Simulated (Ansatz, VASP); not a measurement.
**One calculation of YAl2N3, two programs**

```
Y Al N
1.0
     0.00066    0.00241   -5.15429
     0.00338    5.77902   -0.00265
     5.09164   -2.88646    0.00069
Y Al N
2 4 6
Direct
  0.52935 0.69255 0.00021
  0.02949 0.30759 0.99983
  0.50500 0.99009 0.64957
  0.50497 0.34057 0.35050
  0.00497 0.65946 0.64951
  0.00494 0.00993 0.35043
  0.13920 0.94557 0.61390
  0.13912 0.33179 0.38623
  0.56229 0.29071 0.99985
  0.63911 0.66805 0.61372
  0.63919 0.05435 0.38612
  0.06237 0.70932 0.00012
```

Change from the starting cell: cell x1, atoms moved at random (sigma 0.1 Å) and cell strained at random (1.5 %), then relaxed without symmetry.

Alike in both runs: functional PBE; k mesh 4 × 4 × 4; occupations gaussian, width 0.1 eV; no spin polarisation.

Ansatz relaxed the structure, and its values are those at the end. VASP's run is a single point on that final structure, the one shown.

|  | VASP | Ansatz |
| --- | --- | --- |
| version | VASP 6.6.1 | Ansatz 0.2.0 |
| potentials or method | VASP PAW PBE potentials, release 64 (Y_sv, Al, N), cutoff 520 eV | scalar-relativistic, plane waves, PAW |
| valence electrons in the cell | 64 | 64 |

|  | VASP | Ansatz | Ansatz less VASP |
| --- | --- | --- | --- |
| gap on the k mesh at the Fermi level (eV) | 2.29 | 2.29 | +0.007 |
| least direct gap on the mesh (eV) | 2.47 | 2.47 | +0.007 |
| pressure (GPa) | -0.2 | 0.0 | +0.21 |
| rms of the force components (eV/Å) | 0.007 | 0.007 | +0.0003 |

The functional is the same, so the differences come from potentials, cutoffs and numerics.
